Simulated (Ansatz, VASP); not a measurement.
## BAs: VASP beside Ansatz

Contents of INCAR:

```
SYSTEM = BAs
  PREC = Accurate
  ENCUT = 600
  EDIFF = 1E-6
  ISMEAR = 0
  SIGMA = 0.05
  LREAL = .FALSE.
  LASPH = .TRUE.
  NELM = 120
  ALGO = Normal
  ISIF = 2
  LWAVE = .FALSE.
  LCHARG = .FALSE.
  GGA = PS
  NBANDS = 16
  GGA_COMPAT = .FALSE.
```

Contents of KPOINTS:

```
Automatic mesh
0
G
  12 12 12
  0 0 0
```

File POSCAR:

```
BAs
1.0
    0.0000000000      2.3517223938      2.3517223938
    2.3517223938      0.0000000000      2.3517223938
    2.3517223938      2.3517223938      0.0000000000
B As
1 1
Direct
    0.0000000000      0.0000000000      0.0000000000
    0.7500000000      0.7500000000      0.7500000000
```

Input for Ansatz:

```yaml
crystal:
  lattice:
    - [0.0, 2.3517223938, 2.3517223938]
    - [2.3517223938, 0.0, 2.3517223938]
    - [2.3517223938, 2.3517223938, 0.0]
  atoms:
    - { symbol: B, position: [0.0, 0.0, 0.0] }
    - { symbol: As, position: [0.75, 0.75, 0.75] }
basis:
  ecutwfc: 420
  ecutrho_ratio: 4
kpoints:
  mp_grid: { grid: [12, 12, 12] }
hamiltonian:
  xc: pbesol
scf:
  occupations: { method: gaussian, width: 0.05 }
output:
  forces: true
  stress: true
  eigenvalues: true
```

Alike in both runs: task single point; functional PBEsol; k mesh 12 × 12 × 12; occupations gaussian, width 0.05 eV; no spin polarisation.

|  | VASP | Ansatz |
| --- | --- | --- |
| version | VASP 6.6.1 | Ansatz 0.2.0 |
| potentials or method | VASP PAW PBE potentials, release 64 (B, As_d), cutoff 600 eV | scalar-relativistic, plane waves, PAW |
| valence electrons in the cell | 18 | 18 |

|  | VASP | Ansatz | Ansatz less VASP |
| --- | --- | --- | --- |
| gap on the k mesh at the Fermi level (eV) | 1.04 | 1.04 | -0.001 |
| least direct gap on the mesh (eV) | 3.30 | 3.30 | -0.001 |
| pressure (GPa) | 6.0 | 6.2 | +0.20 |

VASP's potentials were made for PBE, not for PBEsol.
